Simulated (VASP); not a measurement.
# LaNiI (P4/mmm) in VASP: further runs, part 3 of 3

VASP 6.6.1.

## 5. Single point, PBE

This run uses another cell than the first one, of 28.32 Å³/atom.

Contents of INCAR:

```
  PREC = Accurate
  ENCUT = 520
  EDIFF = 1E-6
  ISMEAR = 0
  SIGMA = 0.1
  LREAL = False
  LASPH = True
  NELM = 80
  ALGO = Fast
  ISIF = 2
  LWAVE = False
  LCHARG = False
  GGA = PE
  NBANDS = 21
```

Contents of KPOINTS:

```
Automatic mesh
0
Gamma
  12 12 10
```

Contents of POSCAR:

```
LaNiI
1.0
    3.9704302219      0.0000000000      0.0000000000
    0.0000000000      3.9704302219      0.0000000000
    0.0000000000      0.0000000000      5.3898838360
La Ni I
1 1 1
Direct
    0.0000000000      0.0000000000      0.0000000000
    0.5000000000      0.5000000000      0.0000000000
    0.5000000000      0.5000000000      0.5000000000
```

The run is started by

```sh
> cat potpaw_PBE.64/La/POTCAR potpaw_PBE.64/Ni/POTCAR potpaw_PBE.64/I/POTCAR > POTCAR
> mpirun -np 1 vasp_std > vasp.out
```

Wall time 14 min (1 thread of Oxide Virtual Turin-like, shared host); peak memory 0.48 GiB.

The run converged. Its results:

```yaml
Free_energy: -13.1709 eV
Pressure: 0.0 GPa
Band_gap_on_the_k_mesh: zero (bands 14 and 15 overlap by 2.13 eV)
```

Stress tensor (GPa, compression positive):
```
 0.06  0.00  0.00
 0.00  0.06  0.00
 0.00  0.00 -0.02
```

Levels at points of the mesh, in eV from the Fermi level:
```tsv
k point	band 12	band 13	band 14	band 15	band 16	band 17
(0.00, 0.00, 0.00)	-2.13	-2.13	-1.65	1.51	1.51	1.52
(0.50, 0.00, 0.00)	-1.90	-1.77	-1.04	-0.40	1.64	1.72
(0.50, 0.50, 0.00)	-2.28	-1.85	-1.50	0.05	1.48	1.48
(0.00, 0.00, 0.50)	-1.38	-1.38	1.26	1.32	1.38	1.46
(0.50, 0.00, 0.50)	-1.76	-1.53	-1.29	0.17	0.28	1.52
(0.50, 0.50, 0.50)	-1.75	-1.75	1.45	1.47	1.48	1.66
```

Caveat: spin-orbit coupling is left out, which moves the levels of the heavy elements; the run has no spin polarisation, though such a crystal can be magnetic.

## 6. Relaxation of cell and atoms, PBE, collinear spin, ferromagnetic start

This run uses another cell than the first one, of 30.30 Å³/atom.

Contents of INCAR:

```
SYSTEM = LaNiI
PREC = Accurate ; ENCUT = 600
EDIFF = 1E-6 ; ISMEAR = 0
SIGMA = 0.1 ; LREAL = .False.
LASPH = .True. ; NELM = 150
ALGO = Fast ; ISIF = 3
LWAVE = .False. ; LCHARG = .False.
ISPIN = 2 ; MAGMOM = 0 2 0
LORBIT = 11 ; LMAXMIX = 6
GGA = PE ; IBRION = 2
NSW = 90 ; EDIFFG = -0.04
```

Contents of KPOINTS:

```
Automatic mesh
0
Gamma
  4 4 4
  0 0 0
```

Contents of POSCAR:

```
LaNiI
1.0
    4.3852507200      0.0000000000      0.0000000000
    0.0000000000      4.3852507200      0.0000000000
    0.0000000000      0.0000000000      4.7266068100
La Ni I
1 1 1
Direct
    0.0000000000      0.0000000000      0.0000000000
    0.5000000000      0.5000000000      0.0000000000
    0.5000000000      0.5000000000      0.5000000000
```

Potentials or basis: VASP PAW PBE potentials, release 64 (La, Ni, I).

The run is started by

```sh
> cat potpaw_PBE.64/La/POTCAR potpaw_PBE.64/Ni/POTCAR potpaw_PBE.64/I/POTCAR > POTCAR
> mpirun -np 1 vasp_std > vasp.out
```

It took 20 min on 1 thread of Oxide Virtual Turin-like, shared host; peak memory 0.3 GiB.

Results (log left out):

```yaml
Free_energy: -13.0767 eV
Relaxed_volume: 28.83 Å³/atom
Relaxed_cell: a = 3.978 Å, b = 3.978 Å, c = 5.464 Å, α = 90.00°, β = 90.00°, γ = 90.00°
Space_group_after_relaxing_to_0.1_Å: P4/mmm (No. 123)
Energy_gained_by_relaxing: 219.7 meV/atom
Ionic_steps: 6
Pressure_after_relaxing: -0.1 GPa
Band_gap_on_the_k_mesh: zero (filled and empty bands overlap)
Net_moment: 0.00 μB per cell
Valence_electrons_inside_the_program's_atomic_spheres: La 8.59; Ni 9.31; I 4.27
```

Stress tensor (GPa, compression positive):
```
-0.19  0.00  0.00
 0.00 -0.19  0.00
 0.00  0.00  0.09
```

Step by step:
```
step  energy change (eV)  largest force (eV/Å)  pressure (GPa)  volume (Å³)
   1              0.0000                0.0000           -1.60        90.89
   2             -0.4790                0.0000           -0.88        86.53
   3             -0.6232                0.0000            2.70        81.75
   4             -0.6319                0.0000            1.73        82.78
   5             -0.6320                0.0000            1.75        82.49
   6             -0.6590                0.0000           -0.10        86.49
```

Final structure:
```cif
data_structure
_symmetry_space_group_name_H-M 'P 1'
_symmetry_Int_Tables_number 1
_cell_length_a 3.9785
_cell_length_b 3.9785
_cell_length_c 5.4643
_cell_angle_alpha 90.000
_cell_angle_beta 90.000
_cell_angle_gamma 90.000
_cell_volume 86.49
loop_
_atom_site_label
_atom_site_type_symbol
_atom_site_fract_x
_atom_site_fract_y
_atom_site_fract_z
_atom_site_occupancy
La1 La 0.00000 0.00000 0.00000 1
Ni1 Ni 0.50000 0.50000 0.00000 1
I1 I 0.50000 0.50000 0.50000 1
```

Levels at points of the mesh, in eV from the Fermi level:
Spin up:
```csv
k point,band 12,band 13,band 14,band 15,band 16,band 17
"(0.00, 0.00, 0.00)",-2.02,-2.02,-1.54,0.52,1.19,1.48
"(0.50, 0.00, 0.00)",-1.88,-1.66,-1.06,-0.43,1.01,1.62
"(0.50, 0.50, 0.00)",-2.26,-1.84,-1.40,0.21,1.22,1.23
"(0.00, 0.00, 0.50)",-1.30,-1.30,1.25,1.35,1.38,1.43
"(0.50, 0.00, 0.50)",-1.69,-1.47,-1.22,0.15,0.28,1.48
"(0.50, 0.50, 0.50)",-1.68,-1.68,1.44,1.47,1.47,1.58
```
Spin down:
| k point | band 11 | band 12 | band 13 | band 14 | band 15 | band 16 | band 17 | band 18 |
| --- | --- | --- | --- | --- | --- | --- | --- | --- |
| (0.00, 0.00, 0.00) | -2.75 | -2.02 | -2.02 | -1.54 | 0.52 | 1.19 | 1.48 | 1.48 |
| (0.50, 0.00, 0.00) | -1.93 | -1.88 | -1.66 | -1.06 | -0.43 | 1.01 | 1.63 | 1.68 |
| (0.50, 0.50, 0.00) | -2.56 | -2.26 | -1.84 | -1.40 | 0.21 | 1.22 | 1.44 | 1.45 |
| (0.00, 0.00, 0.50) | -2.74 | -1.30 | -1.30 | 0.84 | 1.26 | 1.35 | 1.38 | 1.43 |
| (0.50, 0.00, 0.50) | -1.75 | -1.69 | -1.47 | -1.22 | 0.15 | 0.28 | 1.48 | 1.63 |
| (0.50, 0.50, 0.50) | -1.84 | -1.68 | -1.68 | 1.44 | 1.47 | 1.47 | 1.58 | 1.68 |

Caveat: the moments typed at the start vanished in this run; a cell axis changed by over 15 % at a fixed basis, so the end point is rough; spin-orbit coupling is left out, which moves the levels of the heavy elements.

## 7. Overview

| spin | cell | k mesh | further INCAR settings | gap on the mesh (eV) | pressure (GPa) |
| --- | --- | --- | --- | --- | --- |
| collinear, ferromagnetic start | a = 4.385, b = 4.385, c = 4.727 Å, 3 atoms | 4 × 4 × 4 | ALGO = Fast; EDIFF = 1e-06; NBANDS = 25 | none | -1.5 |
| off | a = 3.974, b = 3.974, c = 5.387 Å, 3 atoms | 12 × 12 × 8 | ALGO = Fast; EDIFF = 1e-06; NBANDS = 21 | none | -0.4 |
| off | a = 3.970, b = 3.970, c = 5.390 Å, 3 atoms | 12 × 12 × 10 | ALGO = Fast; EDIFF = 1e-06; NBANDS = 21 | none | 0.0 |

Alike in all rows: task single point; level PBE; potentials or basis VASP PAW PBE potentials, release 64 (La, Ni, I); cutoff (eV) 520; smearing gaussian 0.1 eV.

Caveats: spin-orbit coupling is left out, which moves the levels of the heavy elements; the stress differs along the axes, from -6 to 8 GPa (at least some runs).

Absolute energies hang on the potentials; compare differences alone.
